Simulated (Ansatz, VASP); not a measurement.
## One calculation of SiC4, two programs

INCAR

```
SYSTEM = SiC4
PREC     = Accurate       ! precision mode
ENCUT    = 520            ! plane-wave cutoff, eV
EDIFF    = 1E-7           ! SCF threshold, eV
ISMEAR   = 0              ! smearing method
SIGMA    = 0.1            ! smearing width, eV
LREAL    = .FALSE.        ! projectors in reciprocal space
LASPH    = .TRUE.         ! aspherical terms in the spheres
NELM     = 150            ! most SCF steps
ALGO     = Normal         ! electronic algorithm
ISIF     = 2              ! what is computed and relaxed
LWAVE    = .FALSE.        ! write WAVECAR
LCHARG   = .FALSE.        ! write CHGCAR
ISPIN    = 2              ! spin polarisation
MAGMOM   = 0 1 1 1 1      ! initial moments
LORBIT   = 11             ! projections on sites
GGA      = PE             ! functional
NBANDS   = 22             ! bands
```

Contents of KPOINTS:

```
Automatic mesh
0
G
  6 6 6
  0 0 0
```

POSCAR

```
SiC4
1.0
    1.3041803615      0.7529688828      9.4775156536
   -1.3041803615      0.7529688828      9.4775156536
    0.0000000000     -1.5059377656      9.4775156536
Si C
1 4
Direct
    0.0000000000      0.0000000000      0.0000000000
    0.6250806302      0.6250806302      0.6250806302
    0.1666647679      0.1666647679      0.1666647679
    0.8333352321      0.8333352321      0.8333352321
    0.3749193698      0.3749193698      0.3749193698
```

Input for Ansatz:

```yaml
crystal:
  lattice:
    - [1.3041803615, 0.7529688828, 9.4775156536]
    - [-1.3041803615, 0.7529688828, 9.4775156536]
    - [0.0, -1.5059377656, 9.4775156536]
  atoms:
    - { symbol: Si, position: [0.0, 0.0, 0.0] }
    - { symbol: C, position: [0.6250806302, 0.6250806302, 0.6250806302], spin: 1.0 }
    - { symbol: C, position: [0.1666647679, 0.1666647679, 0.1666647679], spin: 1.0 }
    - { symbol: C, position: [0.8333352321, 0.8333352321, 0.8333352321], spin: 1.0 }
    - { symbol: C, position: [0.3749193698, 0.3749193698, 0.3749193698], spin: 1.0 }
basis:
  ecutwfc: 420
kpoints:
  mp_grid: { grid: [6, 6, 6] }
hamiltonian:
  xc: pbe
scf:
  occupations: { method: gaussian, width: 0.1 }
  lower_state_search: "off"
output:
  forces: true
  stress: true
  eigenvalues: true
  populations: true
magnetization:
  spin_polarized: true
```

Change from the starting cell: ordered vacancies on the cation sites of fluorite (R-3m, No. 166).

Alike in both runs: task single point; functional PBE; k mesh 6 × 6 × 6; occupations gaussian, width 0.1 eV; collinear spin.

|  | VASP | Ansatz |
| --- | --- | --- |
| version | VASP 6.6.1 | Ansatz 0.2.0 |
| potentials or method | VASP PAW PBE potentials, release 64 (Si, C), cutoff 520 eV | scalar-relativistic, plane waves, PAW |
| valence electrons in the cell | 20 | 20 |

```tsv
	VASP	Ansatz	Ansatz less VASP
gap on the k mesh at the Fermi level (eV)	none	none	-
pressure (GPa)	0.7	0.5	-0.16
traceless stress, the component that is largest in VASP (GPa)	-0.11	-0.01	+0.107
rms of the force components (eV/Å)	0.027	0.021	-0.0056
net moment per atom (μB)	0.10	0.09	-0.005
size of the moment on the site where the two differ most (μB)	0.12	0.13	+0.010
```

Site moments also hang on the region over which each program counts them. Atom by atom the forces differ by 0.006 eV/Å (rms over components). A gap of «none» marks a metal or a gap that the smearing closes. With one functional, cell and mesh, what is left measures potentials, basis and numerics. Ansatz's warnings: magnetization residual over threshold, negative readings unjudged, stability check not made.

The k mesh is coarse, so the values compare programs but aren't converged.
